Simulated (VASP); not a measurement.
Crystal: Ag.

```
Ag
1.0
     0.00000    2.04283    2.04283
     2.04283    0.00000    2.04283
     2.04283    2.04283    0.00000
Ag
1
Direct
  0.00000 0.00000 0.00000
```

* Program: VASP 6.6.1
* Task: relaxation of cell and atoms
* Functional: LDA
* Potentials or basis: VASP PAW LDA potentials, release 64 (Ag)
* Cutoff: 600 eV
* k mesh: 18 × 18 × 18
* Occupations: fermi-dirac, width 0.1 eV
* Spin: no spin polarisation

At the start: pressure -7.1 GPa; volume 17.05 Å³/atom.

Question: Where does the relaxation end?

Answer: Over 6 steps the energy falls by 24.1 meV/atom and the volume is 16.04 Å³/atom (-5.9 %); space group Fm-3m (No. 225, to 0.1 Å) before and after.

The path:
```
step  energy change (eV)  largest force (eV/Å)  pressure (GPa)  volume (Å³)
   1              0.0000                0.0000           -7.14        17.05
   2             -0.0050                0.0000            8.14        15.24
   3             -0.0241                0.0000           -0.06        16.05
   4             -0.0241                0.0000            0.10        16.03
   5             -0.0241                0.0000           -0.07        16.05
   6             -0.0241                0.0000           -0.01        16.04
```

Final structure:
```xyz
1
Lattice="0.0000 2.0017 2.0017 2.0017 0.0000 2.0017 2.0017 2.0017 0.0000" Properties=species:S:1:pos:R:3 pbc="T T T"
Ag    0.0000    0.0000    0.0000
```
